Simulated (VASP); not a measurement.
# ZnSe in VASP: notebook, part 2 of 2

VASP 6.6.1. Earlier steps stand in the parts before.

**3. Density of states, PBE**

This run uses another cell than the first one, of 22.76 Å³/atom, 1.020 times its volume.

POSCAR

```
ZnSe
1.0
    0.0000000000      2.8338000000      2.8338000000
    2.8338000000      0.0000000000      2.8338000000
    2.8338000000      2.8338000000      0.0000000000
Zn Se
1 1
Direct
    0.0000000000      0.0000000000      0.0000000000
    0.7500000000      0.7500000000      0.7500000000
```

INCAR.step1

```
  ALGO = Normal
  EDIFF = 1E-7
  ENCUT = 520
  GGA = PE
  ISIF = 2
  ISMEAR = -1
  LASPH = True
  LCHARG = True
  LREAL = False
  LWAVE = False
  NBANDS = 16
  NELM = 60
  PREC = Accurate
  SIGMA = 0.03
```

KPOINTS.step1

```
k-points
0
Gamma
  8 8 8
```

INCAR.step2

```
  ALGO = Normal
  EDIFF = 1E-7
  ENCUT = 520
  GGA = PE
  ICHARG = 11
  ISIF = 2
  ISMEAR = -5
  LASPH = True
  LCHARG = False
  LORBIT = 11
  LREAL = False
  LWAVE = False
  NBANDS = 16
  NEDOS = 1001
  NELM = 60
  PREC = Accurate
  SIGMA = 0.03
```

KPOINTS.step2

```
k-points
0
Gamma
  12 12 12
```

Potentials or basis: VASP PAW PBE potentials, release 64 (Zn, Se).

Command:

```
cat potpaw_PBE.64/Zn/POTCAR potpaw_PBE.64/Se/POTCAR > POTCAR
cp INCAR.step1 INCAR
cp KPOINTS.step1 KPOINTS
mpirun -np 1 vasp_std > vasp.out
cp INCAR.step2 INCAR
cp KPOINTS.step2 KPOINTS
mpirun -np 1 vasp_std > vasp.out
```

Wall time 23 s (1 thread of Intel Xeon 6975P-C (Granite Rapids), shared host); peak memory 0.18 GiB.

Results (log left out):

| Item | Value |
| --- | --- |
| Valence electrons inside the program's atomic spheres | Zn 10.77; Se 3.90 |

Levels at points of the mesh, in eV from the valence-band top:
```
           k point  band 7  band 8  band 9  band 10  band 11  band 12
(0.00, 0.00, 0.00)    0.00    0.00    0.00     1.29     5.80     5.80
(0.50, 0.00, 0.00)   -5.23   -0.87   -0.87     2.54     6.38     6.38
(0.50, 0.50, 0.00)   -4.75   -2.19   -2.19     2.98     3.46    10.74
```

**4. Electric field gradients, PBE (equal xx and yy strain of -1 %)**

INCAR

```
SYSTEM = ZnSe
PREC = Accurate ; ENCUT = 520
EDIFF = 1E-8 ; ISMEAR = -1
SIGMA = 0.03 ; LREAL = .FALSE.
LASPH = .TRUE. ; NELM = 60
ALGO = Normal ; ISIF = 2
LWAVE = .FALSE. ; LCHARG = .FALSE.
GGA = PE ; LEFG = .TRUE.
NBANDS = 16
```

KPOINTS

```
regular mesh
0
G
  8 8 8
  0 0 0
```

POSCAR

```
ZnSe
1.0
    0.0000000000      2.8054620000      2.8338000000
    2.8054620000      0.0000000000      2.8338000000
    2.8054620000      2.8054620000      0.0000000000
Zn Se
1 1
Direct
    0.0000000000      0.0000000000      0.0000000000
    0.7500000000      0.7500000000      0.7500000000
```

Potentials or basis: VASP PAW PBE potentials, release 64 (Zn, Se).

Command:

```
cat potpaw_PBE.64/Zn/POTCAR potpaw_PBE.64/Se/POTCAR > POTCAR
mpirun -np 1 vasp_std > vasp.out
```

OUTCAR:

```text
SYSTEM = ZnSe
   PREC = Accurate
   ENCUT = 520
   EDIFF = 1E-8
   ISMEAR = -1
   LREAL = .FALSE.
   LASPH = .TRUE.
   NELM = 60
   ISIF = 2
   GGA = PE

 ion  position               nearest neighbor table
   1  0.000  0.000  0.000-   2 2.44   2 2.44   2 2.44   2 2.44
   2  0.750  0.750  0.750-   1 2.44   1 2.44   1 2.44   1 2.44

  LATTYP: Found a body centered tetragonal cell.
 ALAT       =     3.9675224091
 C/A-ratio  =     1.4284985479

  Lattice vectors:

 A1 = (  -2.8054620000,   0.0000000000,   2.8338000000)
 A2 = (   2.8054620000,   0.0000000000,   2.8338000000)
 A3 = (   0.0000000000,   2.8054620000,  -2.8338000000)

Analysis of symmetry for initial positions (statically):
=====================================================================
 Subroutine PRICEL returns:
 Original cell was already a primitive cell.

 Routine SETGRP: Setting up the symmetry group for a
 body centered tetragonal supercell.

[... 646 lines left out ...]
     0.000000000  2.805462000  2.833800000    -0.178223765  0.178223765  0.176441527
     2.805462000  0.000000000  2.833800000     0.178223765 -0.178223765  0.176441527
     2.805462000  2.805462000  0.000000000     0.178223765  0.178223765 -0.176441527

 POSITION                                       TOTAL-FORCE (eV/Angst)
 -----------------------------------------------------------------------------------
      0.00000      0.00000      0.00000        -0.000000     -0.000000      0.000000
      4.20819      4.20819      4.25070         0.000000      0.000000      0.000000
 -----------------------------------------------------------------------------------
    total drift:                               -0.000000     -0.000000      0.000001

  FREE ENERGIE OF THE ION-ELECTRON SYSTEM (eV)
  ---------------------------------------------------
  free  energy   TOTEN  =        -6.0026250259 eV

  energy  without entropy=       -6.0026250258  energy(sigma->0) =       -6.00262503

 Electric field gradients (V/A^2)
---------------------------------------------------------------------
 ion       V_xx      V_yy      V_zz      V_xy      V_xz      V_yz
---------------------------------------------------------------------
   1       0.832     0.832    -1.664     0.004     0.003     0.003
   2      -2.120    -2.120     4.240    -0.000    -0.000    -0.000
---------------------------------------------------------------------

 Electric field gradients after diagonalization (V/A^2)
 (convention: |V_zz| > |V_xx| > |V_yy|)
----------------------------------------------------------------------
 ion       V_xx      V_yy      V_zz     asymmetry (V_yy - V_xx)/ V_zz
----------------------------------------------------------------------
   1       0.836     0.828    -1.664       0.005
   2      -2.120    -2.120     4.240       0.000
----------------------------------------------------------------------

           NMR quadrupolar parameters

 Cq : quadrupolar parameter    Cq=e*Q*V_zz/h
 eta: asymmetry parameters     (V_yy - V_xx)/ V_zz
 Q  : nuclear electric quadrupole moment in mb (millibarn)
----------------------------------------------------------------------
 ion       Cq(MHz)       eta       Q (mb)
----------------------------------------------------------------------
   1      -0.004       0.005       1.000
   2       0.010       0.000       1.000
----------------------------------------------------------------------
```

Run time: 30 s. Hardware: 1 thread of Intel Xeon 6975P-C, shared host; peak memory 0.2 GiB.

What came out:

```yaml
Free_energy: -6.0026 eV
Pressure: 3.8 GPa
Band_gap_on_the_k_mesh: 1.36 eV, direct
```

Stress tensor (GPa, compression positive):
```
3.87 0.00 0.00
0.00 3.87 0.00
0.00 0.00 3.53
```

Levels at points of the mesh, in eV from the valence-band top:
```
           k point  band 6  band 7  band 8  band 9  band 10  band 11  band 12  band 13
(0.00, 0.00, 0.00)   -6.24   -0.04    0.00    0.00     1.36     5.78     5.78     5.78
(0.50, 0.00, 0.00)   -6.08   -5.37   -0.94   -0.88     2.56     6.32     6.40     8.62
(0.50, 0.50, 0.00)   -6.07   -4.89   -2.23   -2.23     2.96     3.51    10.81    11.38
(0.50, 0.00, 0.50)   -6.05   -4.83   -2.30   -2.28     2.91     3.41    10.91    11.31
```

Electric field gradients, principal values (V/Å²):
```
atom   least  middle  greatest (by size)
1 Zn   0.828   0.836              -1.664
2 Se  -2.120  -2.120               4.240
```

Caveat: the cell differs from its parent crystal (equal xx and yy strain of -1 %); without QUAD_EFG the Cq values of the log hold for a quadrupole moment of 1 mb, not for the nuclei.
